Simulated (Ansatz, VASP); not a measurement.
# One calculation of Li2Nb, two programs

INCAR

```
SYSTEM = Li2Nb
ALGO     = Fast           ! electronic algorithm
EDIFF    = 1E-6           ! SCF threshold, eV
ENCUT    = 520            ! plane-wave cutoff, eV
GGA      = PE             ! functional
ISIF     = 2              ! what is computed and relaxed
ISMEAR   = -1             ! smearing method
LASPH    = .TRUE.         ! aspherical terms in the spheres
LCHARG   = .FALSE.        ! write CHGCAR
LREAL    = .FALSE.        ! projectors in reciprocal space
LWAVE    = .FALSE.        ! write WAVECAR
NBANDS   = 16             ! bands
NELM     = 60             ! most SCF steps
PREC     = Accurate       ! precision mode
SIGMA    = 0.05           ! smearing width, eV
```

File KPOINTS:

```
k-points
0
G
  11 11 5
  0 0 0
```

File POSCAR:

```
Li2Nb
1.0
    2.7809289600      0.0000000000      0.0000000000
   -1.3904644800      2.4083551200      0.0000000000
    0.0000000000      0.0000000000      5.5885382400
Li Nb
2 1
Direct
   -0.0167510000     -0.0131360000      0.1621990000
   -0.0021380000     -0.0058630000      0.8384170000
   -0.0244240000     -0.0054180000      0.5002010000
```

Contents of input.yaml:

```yaml
crystal:
  lattice:
    - [2.78092896, 0.0, 0.0]
    - [-1.39046448, 2.40835512, 0.0]
    - [0.0, 0.0, 5.58853824]
  atoms:
    - { symbol: Li, position: [-0.016751, -0.013136, 0.162199] }
    - { symbol: Li, position: [-0.002138, -0.005863, 0.838417] }
    - { symbol: Nb, position: [-0.024424, -0.005418, 0.500201] }
kpoints:
  mp_grid: { grid: [11, 11, 5] }
scf:
  occupations: { method: fermi_dirac, width: 0.05 }
hamiltonian:
  xc: pbe
  pseudopotentials: { kind: all_electron, lapw: { basis_error: 0.001 } }
output:
  forces: true
  stress: true
  eigenvalues: true
  populations: true
```

Change from the starting cell: atoms moved at random, drawn with an rms of 0.05 Å.

Alike in both runs: task single point; functional PBE; k mesh 11 × 11 × 5; occupations fermi-dirac, width 0.05 eV; no spin polarisation.

|  | VASP | Ansatz |
| --- | --- | --- |
| version | VASP 6.6.1 | Ansatz 0.2.0 |
| potentials or method | VASP PAW PBE potentials, release 64 (Li_sv, Nb_sv), cutoff 520 eV | all-electron LAPW, scalar-relativistic |

|  | VASP | Ansatz | Ansatz less VASP |
| --- | --- | --- | --- |
| gap on the k mesh at the Fermi level (eV) | none | none | - |
| rms of the force components (eV/Å) | 1.713 | 1.685 | -0.0278 |

Atom by atom the forces differ by 0.028 eV/Å (rms over components). A gap of «none» marks a metal or a gap that the smearing closes. Ansatz ran all-electron here, and VASP with PAW potentials.

Noted on VASP's run: the cutoff is short for stress, so the pressure is rough.
